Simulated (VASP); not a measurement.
Runs of VASP 6.6.1 on Al3Cu2. Symmetry: P-3m1, No. 164, trigonal system. The conventional cell has a = 4.092 Å, b = 4.092 Å, c = 4.993 Å, α = 90.00°, β = 90.00°, γ = 120.00°. Al (site symmetry -3m) has 6 Cu at 2.49 Å and 6 Al at 2.94 Å within 3.3 Å. Within 3.2 Å of Al (site symmetry 3m) lie 5 Cu at 2.44 to 2.55 Å and 6 Al at 2.80 to 2.94 Å. Within 3.2 Å of Cu (site symmetry 3m) lie 8 Al at 2.44 to 2.55 Å and 3 Cu at 2.85 Å. 

```tsv
k mesh	gap on the mesh (eV)	pressure (GPa)	largest force (eV/Å)
8 × 8 × 6	none	0.6	0.07
5 × 5 × 4	none	0.3	0.05
4 × 4 × 3	none	(c)	0.15
2 × 2 × 2	none	3.0	(b)
6 × 6 × 5	none	0.6	0.09
3 × 3 × 2	none	(a)	0.07
```

Alike in all rows: task single point; level PBEsol; potentials or basis VASP PAW PBE potentials, release 64 (Al, Cu); no spin polarisation; cell as given; cutoff (eV) 520; smearing fermi-dirac 0.01 eV.

Q: Fill in the values left out.

A: (a) 1.5; (b) 0.35; (c) 1.9.

Caveats: some runs use coarse meshes; the PAW data sets were made with another functional, which shifts forces and pressure a little.

A gap of «none» marks levels without a gap at the run's occupations.
